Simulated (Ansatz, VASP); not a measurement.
Ca: VASP beside Ansatz

Contents of INCAR:

```
SYSTEM = Ca
PREC     = Accurate       ! precision mode
ENCUT    = 520            ! plane-wave cutoff, eV
EDIFF    = 1E-6           ! SCF threshold, eV
ISMEAR   = -1             ! smearing method
SIGMA    = 0.05           ! smearing width, eV
LREAL    = .FALSE.        ! projectors in reciprocal space
LASPH    = .TRUE.         ! aspherical terms in the spheres
NELM     = 60             ! most SCF steps
ALGO     = Normal         ! electronic algorithm
ISIF     = 2              ! what is computed and relaxed
LWAVE    = .FALSE.        ! write WAVECAR
LCHARG   = .FALSE.        ! write CHGCAR
GGA      = PE             ! functional
NBANDS   = 11             ! bands
```

The input KPOINTS:

```
regular mesh
0
G
  10 10 10
  0 0 0
```

POSCAR

```
Ca
1.0
   -2.2839327222      2.2839327222      2.2839327222
    2.2839327222     -2.2839327222      2.2839327222
    2.2839327222      2.2839327222     -2.2839327222
Ca
1
Direct
    0.0000000000      0.0000000000      0.0000000000
```

Input for Ansatz:

```yaml
crystal:
  lattice:
    - [-2.2839327222, 2.2839327222, 2.2839327222]
    - [2.2839327222, -2.2839327222, 2.2839327222]
    - [2.2839327222, 2.2839327222, -2.2839327222]
  atoms:
    - { symbol: Ca, position: [0.0, 0.0, 0.0] }
kpoints:
  mp_grid: { grid: [10, 10, 10] }
scf:
  occupations: { method: fermi_dirac, width: 0.05 }
hamiltonian:
  xc: pbe
  pseudopotentials: { kind: all_electron, lapw: { basis_error: 0.00025 } }
output:
  forces: true
  stress: true
  eigenvalues: true
```

Change from the starting cell: volume scaled by 1.06.

Alike in both runs: task single point; functional PBE; k mesh 10 × 10 × 10; occupations fermi-dirac, width 0.05 eV; no spin polarisation.

|  | VASP | Ansatz |
| --- | --- | --- |
| version | VASP 6.6.1 | Ansatz 0.2.0 |
| potentials or method | VASP PAW PBE potentials, release 64 (Ca_sv), cutoff 520 eV | all-electron LAPW, scalar-relativistic |

|  | VASP | Ansatz | Ansatz less VASP |
| --- | --- | --- | --- |
| pressure (GPa) | -1.7 | -1.7 | -0.01 |

Ansatz ran all-electron here, and VASP with PAW potentials.
